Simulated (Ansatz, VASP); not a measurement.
## GaBi2Sb3S in VASP and in Ansatz

```xyz
7
Lattice="4.3839 0.0000 0.0000 0.0000 4.3839 0.0000 0.0000 0.0000 11.2526" Properties=species:S:1:pos:R:3 pbc="T T T"
Ga    0.0000    0.0000    3.2432
Sb    2.1920    0.0000    1.2214
Sb    0.0000    2.1920    1.2214
Sb    0.0000    0.0000    9.3637
Bi    0.0000    0.0000    6.2243
Bi    2.1920    2.1920    8.9109
S     2.1920    2.1920    6.2352
```

Alike in both runs: functional PBE; k mesh 8 × 8 × 4; occupations gaussian, width 0.1 eV; no spin polarisation.

Ansatz relaxed the structure, and its values are those at the end. VASP's run is a single point on that final structure, the one shown.

```csv
,VASP,Ansatz
version,VASP 6.6.1,Ansatz 0.2.0
potentials or method,"VASP PAW PBE potentials, release 64 (Ga_d, Sb, Bi_d, S), cutoff 520 eV","scalar-relativistic, plane waves, PAW"
valence electrons in the cell,64,94
```

VASP gave:

| Property | Result |
| --- | --- |
| gap on the k mesh at the Fermi level (eV) | none |
| pressure (GPa) | 0.0 |
| rms of the force components (eV/Å) | 0.004 |

Problem. Which values does Ansatz return?

Solution. gap on the k mesh at the Fermi level (eV): none; pressure (GPa): 0.0; rms of the force components (eV/Å): 0.001.

A gap of «none» marks a metal or a gap that the smearing closes. VASP's potentials hold 64 valence electrons a cell and Ansatz's 94, so a difference there can come from the potentials and not from the codes.

Spin-orbit coupling is off throughout.
